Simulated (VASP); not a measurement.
## IrO2: single point with PBE+U

Crystal: IrO2.

```
Ir O
1.0
     4.50510    0.00000    0.00000
     0.00000    4.50510    0.00000
     0.00000    0.00000    3.15860
Ir O
2 4
Direct
  0.00000 0.00000 0.00000
  0.50000 0.50000 0.50000
  0.30770 0.30770 0.00000
  0.19230 0.80770 0.50000
  0.69230 0.69230 0.00000
  0.80770 0.19230 0.50000
```

| Item | Value |
| --- | --- |
| Program | VASP 6.6.1 |
| Task | single point |
| Functional | PBE |
| Potentials or basis | VASP PAW PBE potentials, release 64 (Ir, O) |
| Cutoff | 600 eV |
| k mesh | 5 × 5 × 7 |
| Occupations | gaussian, width 0.05 eV |
| Spin | collinear spin, ferromagnetic start |
| Starting moments | [1.4, 1.4, 0.0, 0.0, 0.0, 0.0] μB |
| Hubbard terms | Ir d U = 3.2 eV |
| Dipole correction | no |
| Further INCAR settings | ALGO = Normal; EDIFF = 1e-06; NBANDS = 34; ISYM = 0 |

| Item | Value |
| --- | --- |
| Pressure | 5.7 GPa |
| Largest force | 0.042 eV/Å |
| Net moment | 1.10 μB per cell |
| Site moments | Ir +0.34; O +0.10 μB |
| Valence electrons inside the program's atomic spheres | Ir 8.51; O 5.01 |

Forces in eV/Å, atoms in the order of the input:
```
Ir   0.000  0.000  0.000
Ir   0.000  0.000  0.000
O   -0.030 -0.030  0.000
O    0.030 -0.030  0.000
O    0.030  0.030  0.000
O   -0.030  0.030  0.000
```

Stress tensor (GPa, compression positive):
```
5.53 0.00 0.00
0.00 5.53 0.00
0.00 0.00 5.96
```

Levels at points of the mesh, in eV from the Fermi level:
Spin up:
| k point | band 20 | band 21 | band 22 | band 23 | band 24 | band 25 |
| --- | --- | --- | --- | --- | --- | --- |
| (0.00, 0.00, 0.00) | -2.55 | -2.04 | 0.71 | 1.23 | 4.60 | 4.60 |
Spin down:
```tsv
k point	band 16	band 17	band 18	band 19	band 20	band 21	band 22	band 23	band 24	band 25
(0.00, 0.00, 0.00)	-2.65	-2.51	-2.31	-2.31	-1.96	-1.64	1.38	1.75	4.76	4.76
```

Eigenvalues of the final occupation matrices:
| site | spin | trace | eigenvalues |
| --- | --- | --- | --- |
| site 1 d | 1 | 3.74 | 0.46 0.50 0.91 0.91 0.95 |
| site 1 d | 2 | 3.40 | 0.45 0.50 0.64 0.85 0.95 |
| site 2 d | 1 | 3.74 | 0.46 0.50 0.91 0.91 0.95 |
| site 2 d | 2 | 3.40 | 0.45 0.50 0.64 0.85 0.95 |

Wall time 9.5 min on 1 thread of Intel(R) Xeon(R) Platinum 8375C CPU @ 2.90GHz (Ice Lake) (shared host), peak memory 0.45 GiB.

Caveat: spin-orbit coupling is left out, which moves the levels of the heavy elements. The state reached can hang on the start; a lower one may exist.
